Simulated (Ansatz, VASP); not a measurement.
# GaSb in VASP and in Ansatz

```
Ga Sb
1.0
     0.00000    3.05595    3.05595
     3.05595    0.00000    3.05595
     3.05595    3.05595    0.00000
Ga Sb
1 1
Direct
  0.00000 0.00000 0.00000
  0.25000 0.25000 0.25000
```

Alike in both runs: functional PBEsol; k mesh 12 × 12 × 12; occupations gaussian, width 0.1 eV; no spin polarisation.

Ansatz relaxed the structure, and its values are those at the end. VASP's run is a single point on that final structure, the one shown.

|  | VASP | Ansatz |
| --- | --- | --- |
| version | VASP 6.6.1 | Ansatz 0.2.0 |
| potentials or method | VASP PAW PBE potentials, release 64 (Ga_d, Sb), cutoff 520 eV | scalar-relativistic, plane waves, PAW |
| valence electrons in the cell | 18 | 28 |

VASP gave:

| Quantity | Value |
| --- | --- |
| gap on the k mesh at the Fermi level (eV) | none |
| pressure (GPa) | 0.1 |

Task: Which values does Ansatz return?

Result: gap on the k mesh at the Fermi level (eV): none; pressure (GPa): 0.0.

VASP's potentials were made for PBE, not for PBEsol, and Ansatz warns of the same on its side. A gap of «none» marks a metal or a gap that the smearing closes. VASP's potentials hold 18 valence electrons a cell and Ansatz's 28, so a difference there can come from the potentials and not from the codes.

Neither program's run includes spin-orbit coupling.
